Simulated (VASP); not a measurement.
# Si2Mo (I4/mmm) in VASP: settings compared

Si2Mo is run at these levels: LDA, PBEsol, PBE; tasks: single point.

All numbers are computed with VASP 6.6.1; they aren't measurements. Logs are shortened: lines on timing, memory, paths and dates and some standing lists are left out, and cuts for length are marked.

## (1) The cell of the first run

It takes space group I4/mmm (No. 139, tetragonal). Conventional cell: a = 3.174 Å, b = 3.174 Å, c = 7.779 Å, α = 90.00°, β = 90.00°, γ = 90.00°. Within 3.4 Å of Si (site symmetry 4mm) lie 9 Si at 2.56 to 3.17 Å and 5 Mo at 2.58 to 2.61 Å. Mo (site symmetry 4/mmm) has 10 Si at 2.58 to 2.61 Å and 4 Mo at 3.17 Å within 3.4 Å.

## (2) Single point, LDA

File INCAR:

```
PREC = Accurate ; ENCUT = 520
EDIFF = 1E-7 ; ISMEAR = -1
SIGMA = 0.1 ; LREAL = F
LASPH = T ; NELM = 100
ALGO = Normal ; ISIF = 2
LWAVE = F ; LCHARG = F
GGA = CA ; NBANDS = 18
```

File KPOINTS:

```
Automatic mesh
0
Gamma
  10 10 10
```

File POSCAR:

```
Si2Mo
1.0
   -1.5872065604      1.5872065604      3.8893489487
    1.5872065604     -1.5872065604      3.8893489487
    1.5872065604      1.5872065604     -3.8893489487
Si Mo
2 1
Direct
    0.3352174791      0.3352174791      0.0000000000
    0.6647825209      0.6647825209      0.0000000000
    0.0000000000      0.0000000000      0.0000000000
```

Potentials or basis: VASP PAW LDA potentials, release 64 (Si, Mo_sv).

Run with:

```bash
> cat potpaw_LDA.64/Si/POTCAR potpaw_LDA.64/Mo_sv/POTCAR > POTCAR
> mpirun -np 1 vasp_std > vasp.out
```

OUTCAR:

```text
PREC = Accurate
   ENCUT = 520
   EDIFF = 1E-7
   ISMEAR = -1
   LREAL = F
   LASPH = T
   NELM = 100
   ISIF = 2
   GGA = CA

 ion  position               nearest neighbor table
   1  0.335  0.335  0.000-   2 2.56   3 2.58   3 2.58   3 2.58   3 2.58   2 2.61   2 2.61   2 2.61
                             2 2.61   3 2.61
   2  0.665  0.665  0.000-   1 2.56   3 2.58   3 2.58   3 2.58   3 2.58   1 2.61   1 2.61   1 2.61
                             1 2.61   3 2.61
   3  0.000  0.000  0.000-   2 2.58   2 2.58   2 2.58   1 2.58   2 2.58   1 2.58   1 2.58   1 2.58
                             1 2.61   2 2.61

  LATTYP: Found a body centered tetragonal cell.
 ALAT       =     3.1744131208
 C/A-ratio  =     2.4504365378

  Lattice vectors:

 A1 = (  -1.5872065604,   1.5872065604,   3.8893489487)
 A2 = (   1.5872065604,  -1.5872065604,   3.8893489487)
 A3 = (   1.5872065604,   1.5872065604,  -3.8893489487)

Analysis of symmetry for initial positions (statically):
=====================================================================
 Subroutine PRICEL returns:
 Original cell was already a primitive cell.

 Routine SETGRP: Setting up the symmetry group for a
 body centered tetragonal supercell.

 Subroutine GETGRP returns: Found 16 space group operations
 (whereof 16 operations were pure point group operations)
 out of a pool of 16 trial point group operations.

The static configuration has the point symmetry D_4h.

Analysis of symmetry for dynamics (positions and initial velocities):
=====================================================================
 Subroutine PRICEL returns:
 Original cell was already a primitive cell.

 Routine SETGRP: Setting up the symmetry group for a
 body centered tetragonal supercell.

 Subroutine GETGRP returns: Found 16 space group operations
 (whereof 16 operations were pure point group operations)
 out of a pool of 16 trial point group operations.

The dynamic configuration has the point symmetry D_4h.

 Subroutine INISYM returns: Found 16 space group operations
 (whereof 16 operations are pure point group operations),
 and found     1 'primitive' translations

----------------------------------------------------------------------------------------

                                     Primitive cell

  volume of cell :      39.1926

  direct lattice vectors                    reciprocal lattice vectors
    -1.587206560  1.587206560  3.889348949     0.000000000  0.315018859  0.128556220
     1.587206560 -1.587206560  3.889348949     0.315018859  0.000000000  0.128556220
     1.587206560  1.587206560 -3.889348949     0.315018859  0.315018859  0.000000000

  length of vectors
     4.490599579  4.490599579  4.490599579     0.340240479  0.340240479  0.445503943

  position of ions in fractional coordinates (direct lattice)
     0.335217479  0.335217479  0.000000000
     0.664782521  0.664782521  0.000000000
     0.000000000  0.000000000  0.000000000

  ion indices of the primitive-cell ions
   primitive index   ion index
                 1           1
                 2           2
                 3           3

----------------------------------------------------------------------------------------

 KPOINTS: Automatic mesh

Automatic generation of k-mesh.
 Grid dimensions read from file:
 generate k-points for:   10   10   10

 Generating k-lattice:

  Cartesian coordinates                     Fractional coordinates (reciprocal lattice)
     0.000000000  0.031501886  0.012855622     0.100000000 -0.000000000  0.000000000
     0.031501886  0.000000000  0.012855622    -0.000000000  0.100000000  0.000000000
     0.031501886  0.031501886  0.000000000     0.000000000  0.000000000  0.100000000

  Length of vectors
     0.034024048  0.034024048  0.044550394

  Shift w.r.t. Gamma in fractional coordinates (k-lattice)
     0.000000000  0.000000000  0.000000000

 Subroutine IBZKPT returns following result:
 ===========================================

 Found    102 irreducible k-points:

 Following reciprocal coordinates:
            Coordinates               Weight
  0.000000  0.000000  0.000000      1.000000
  0.100000 -0.000000  0.000000      8.000000
  0.200000 -0.000000  0.000000      8.000000
  0.300000 -0.000000  0.000000      8.000000
  0.400000 -0.000000  0.000000      8.000000
  0.500000 -0.000000  0.000000      4.000000
[... 16 lines left out ...]
  0.300000  0.300000  0.000000      8.000000
  0.400000  0.300000  0.000000     16.000000
 [... further k-points ...]
   k-points           NKPTS =    102   k-points in BZ     NKDIM =    102   number of bands    NBANDS=     18
   number of dos      NEDOS =    301   number of ions     NIONS =      3
   total plane-waves  NPLWV =  46656
   dimension x,y,z NGX =    36 NGY =   36 NGZ =   36
   dimension x,y,z NGXF=    72 NGYF=   72 NGZF=   72
   ions per type =               2   1
   NGX,Y,Z   is equivalent  to a cutoff of  13.33, 13.33, 13.33 a.u.
   NGXF,Y,Z  is equivalent  to a cutoff of  26.66, 26.66, 26.66 a.u.
 SYSTEM =  unknown system
   PREC   = accura    normal or accurate (medium, high low for compatibility)
   ISTART =      0    job   : 0-new  1-cont  2-samecut
   ICHARG =      2    charge: 1-file 2-atom 10-const
   ISPIN  =      1    spin polarized calculation?
   LNONCOLLINEAR =      F non collinear calculations
   LSORBIT =      F    spin-orbit coupling
   LASPH  =      T    aspherical Exc in radial PAW
   ENCUT  =  520.0 eV  38.22 Ry    6.18 a.u.   8.35  8.35  8.35*2*pi/ulx,y,z
   NELM   =    100;   NELMIN=  2; NELMDL= -5     # of ELM steps
   EDIFF  = 0.1E-06   stopping-criterion for ELM
   LREAL  =      F    real-space projection
   EDIFFG = 0.1E-05   stopping-criterion for IOM
   NSW    =      0    number of steps for IOM
   IBRION =     -1    ionic relax: 0-MD 1-quasi-New 2-CG
   NFREE  =      0    steps in history (QN), initial steepest desc. (CG)
   ISIF   =      2    stress and relaxation
   ISYM   =      2    0-nonsym 1-usesym 2-fastsym
   POTIM  = 0.5000    time-step for ionic-motion
   TEBEG  =    0.0;   TEEND  =   0.0 temperature during run
   PSTRESS=    0.0 pullay stress
   NELECT =      22.0000    total number of electrons
   NUPDOWN=      -1.0000    fix difference up-down
   EMIN   =  10.00;   EMAX   =-10.00  energy-range for DOS
   EFERMI =   0.00;   METHOD = LEGACY
   ISMEAR =    -1;   SIGMA  =   0.10  broadening in eV -4-tet -1-fermi 0-gaus
   EFERMI_NEDOS =   21; number of points for ismear=-14 and -15
   IALGO  =     38    algorithm
   IMIX   =      4    mixing-type and parameters
     AMIX     =   0.40;   BMIX     =  1.00
     AMIX_MAG =   1.60;   BMIX_MAG =  1.00
  volume/ion in A,a.u.               =      13.06        88.16
  Fermi-wavevector in a.u.,A,eV,Ry     =   1.350458  2.551996 24.813451  1.823737
  Thomas-Fermi vector in A             =   2.477961
   LORBIT       =      0    0 simple, 1 ext, 2 COOP (PROOUT), +10 PAW based schemes
   GGA     = CA    functional components
   LHFCALC =     F    Hartree Fock is set to
   AEXX    =    0.0000 exact exchange contribution
   IVDW    =     0    specifies the selected vdW correction
   LEPSILON=     F    determine dielectric tensor
   LRPA    =     F    only Hartree local field effects (RPA)
 non-spin polarized calculation
  energy-cutoff  :      520.00
  volume of cell :       39.19
 maximum number of plane-waves:      1079
 NGX is ok and might be reduce to    36
   NGX = 17   NGY = 17   NGZ = 17

 number of electron      22.0000000 magnetization

 Free energy of the ion-electron system (eV)
  ---------------------------------------------------
  ext. energy  EPLUGINS =         0.00000000
  ---------------------------------------------------
  free energy    TOTEN  =       -25.82292858 eV

  energy without entropy =      -25.81274393  energy(sigma->0) =      -25.81783626

 E-fermi :  12.5619     XC(G=0): -12.6759

 val. band max:       12.4850142123   @ k =  -0.2000  -0.3000   0.2000
 cond. band min:      12.5814219378   @ k =   0.5000   0.5000   0.3000
 fundamental gap:      0.0964077255
 Fermi energy:        12.5618703679

 k-point     1 :       0.0000    0.0000    0.0000
  band No.  band energies     occupation
      1     -47.7453      2.00000
      2     -22.1100      2.00000
      3     -22.0124      2.00000
      4     -22.0124      2.00000
      5      -0.9715      2.00000
      6       6.0547      2.00000
[... 10 lines left out ...]
     17      17.8610      0.00000
     18      17.8610      0.00000

 k-point     2 :       0.1000   -0.0000    0.0000
  band No.  band energies     occupation
      1     -47.7432      2.00000
      2     -22.1079      2.00000
      3     -22.0405      2.00000
      4     -22.0098      2.00000
      5      -0.7855      2.00000
      6       6.0735      2.00000
[... 10 lines left out ...]
     17      18.0134      0.00000
     18      18.8454      0.00000

 k-point     3 :       0.2000   -0.0000    0.0000
  band No.  band energies     occupation
      1     -47.7378      2.00000
      2     -22.1140      2.00000
      3     -22.1020      2.00000
      4     -22.0030      2.00000
      5      -0.2422      2.00000
      6       5.9840      2.00000
[... 10 lines left out ...]
     17      18.9904      0.00000
     18      20.6898      0.00000

 k-point     4 :       0.3000   -0.0000    0.0000
  band No.  band energies     occupation
      1     -47.7311      2.00000
      2     -22.2026      2.00000
      3     -22.0955      2.00000
      4     -21.9945      2.00000
      5       0.6158      2.00000
      6       5.3489      2.00000
[... 10 lines left out ...]
     17      19.8460      0.00000
     18      21.7093      0.00000

 k-point     5 :       0.4000   -0.0000    0.0000
  band No.  band energies     occupation
      1     -47.7257      2.00000
      2     -22.2736      2.00000
      3     -22.0899      2.00000
      4     -21.9876      2.00000
      5       1.7202      2.00000
      6       4.2431      2.00000
[... 10 lines left out ...]
     17      19.3555      0.00000
     18      20.8119      0.00000

 k-point     6 :       0.5000   -0.0000    0.0000
  band No.  band energies     occupation
      1     -47.7237      2.00000
      2     -22.3005      2.00000
      3     -22.0877      2.00000
      4     -21.9850      2.00000
      5       2.9118      2.00000
      6       3.0384      2.00000
[... 10 lines left out ...]
     17      19.1104      0.00000
     18      19.8183      0.00000

 k-point     7 :       0.1000    0.1000    0.0000
  band No.  band energies     occupation
      1     -47.7411      2.00000
      2     -22.1070      2.00000
      3     -22.0397      2.00000
      4     -22.0359      2.00000
      5      -0.5500      2.00000
      6       5.8602      2.00000
[... 10 lines left out ...]
     17      18.8968      0.00000
     18      18.9877      0.00000

 k-point     8 :       0.2000    0.1000    0.0000
  band No.  band energies     occupation
      1     -47.7357      2.00000
      2     -22.1115      2.00000
      3     -22.1010      2.00000
      4     -22.0304      2.00000
      5       0.0293      2.00000
      6       5.6297      2.00000
[... 10 lines left out ...]
     17      19.0676      0.00000
     18      20.7323      0.00000
[... 229 lines left out ...]
     17      20.1378      0.00000
     18      21.1887      0.00000

 k-point    20 :      -0.4000    0.2000    0.0000
  band No.  band energies     occupation
      1     -47.7187      2.00000
      2     -22.2584      2.00000
      3     -22.0827      2.00000
      4     -22.0773      2.00000
      5       1.9278      2.00000
      6       4.9291      2.00000
[... 10 lines left out ...]
     17      19.5239      0.00000
     18      20.5709      0.00000

 k-point    21 :      -0.3000    0.2000    0.0000
  band No.  band energies     occupation
      1     -47.7240      2.00000
      2     -22.1890      2.00000
      3     -22.0909      2.00000
      4     -22.0826      2.00000
      5       0.9587      2.00000
      6       6.2282      2.00000
[... 10 lines left out ...]
     17      18.3285      0.00000
     18      20.3444      0.00000

 k-point    22 :      -0.2000    0.2000    0.0000
  band No.  band energies     occupation
      1     -47.7306      2.00000
      2     -22.1069      2.00000
      3     -22.0963      2.00000
      4     -22.0905      2.00000
      5       0.2398      2.00000
      6       6.9015      2.00000
[... 10 lines left out ...]
     17      19.3956      0.00000
     18      20.3200      0.00000

 k-point    23 :       0.3000    0.3000    0.0000
  band No.  band energies     occupation
      1     -47.7174      2.00000
      2     -22.1809      2.00000
      3     -22.1728      2.00000
      4     -22.0800      2.00000
      5       2.2473      2.00000
      6       4.6631      2.00000
[... 10 lines left out ...]
     17      19.6440      0.00000
     18      21.1839      0.00000

 k-point    24 :       0.4000    0.3000    0.0000
  band No.  band energies     occupation
      1     -47.7122      2.00000
      2     -22.2450      2.00000
      3     -22.1668      2.00000
      4     -22.0718      2.00000
      5       3.1350      2.00000
      6       4.1952      2.00000
[... 10 lines left out ...]
     17      19.6689      0.00000
     18      21.7090      0.00000

 [... further k-points ...]

------------------------ aborting loop because EDIFF is reached ----------------------------------------

  FORCE on cell =-STRESS in cart. coord.  units (eV):
  Direction    XX          YY          ZZ          XY          YZ          ZX
  --------------------------------------------------------------------------------------
  -------------------------------------------------------------------------------------
  Total        0.1470111      0.1470111      0.1542335      0.0000000      0.0000000      0.0000000
  in kB        6.0097568      6.0097568      6.3050049      0.0000000      0.0000000      0.0000000
  external PRESSURE =       6.1081729 kB  Pullay stress =       0.0000000 kB

 VOLUME and BASIS-vectors are now :
 -----------------------------------------------------------------------------
  energy-cutoff  :      520.00
  volume of cell :       39.19
      direct lattice vectors                 reciprocal lattice vectors
    -1.587206560  1.587206560  3.889348949     0.000000000  0.315018859  0.128556220
     1.587206560 -1.587206560  3.889348949     0.315018859  0.000000000  0.128556220
     1.587206560  1.587206560 -3.889348949     0.315018859  0.315018859  0.000000000

 POSITION                                       TOTAL-FORCE (eV/Angst)
 -----------------------------------------------------------------------------------
      0.00000      0.00000      2.60756        -0.000000     -0.000000     -0.004597
      0.00000      0.00000      5.17114        -0.000000     -0.000000      0.004597
      0.00000      0.00000      0.00000         0.000000      0.000000     -0.000000
 -----------------------------------------------------------------------------------
    total drift:                               -0.000000      0.000000     -0.000000

  FREE ENERGIE OF THE ION-ELECTRON SYSTEM (eV)
  ---------------------------------------------------
  free  energy   TOTEN  =       -25.8229285807 eV

  energy  without entropy=      -25.8127439335  energy(sigma->0) =      -25.81783626
```

Run time: 38 s. Hardware: 1 thread of Intel Xeon 6975P-C (Granite Rapids), shared host; peak memory 0.21 GiB.

What came out:

* Free energy: -25.8229 eV
* Pressure: 0.6 GPa
* Largest force: 0.005 eV/Å
* Band gap on the k mesh: zero (band 11 reaches 13.07 eV, above the bottom of band 12 at 12.14 eV)

Forces in eV/Å, atoms in the order of the input:
```
Si   0.000  0.000 -0.005
Si   0.000  0.000  0.005
Mo   0.000  0.000  0.000
```

[end of part 1 of 2]
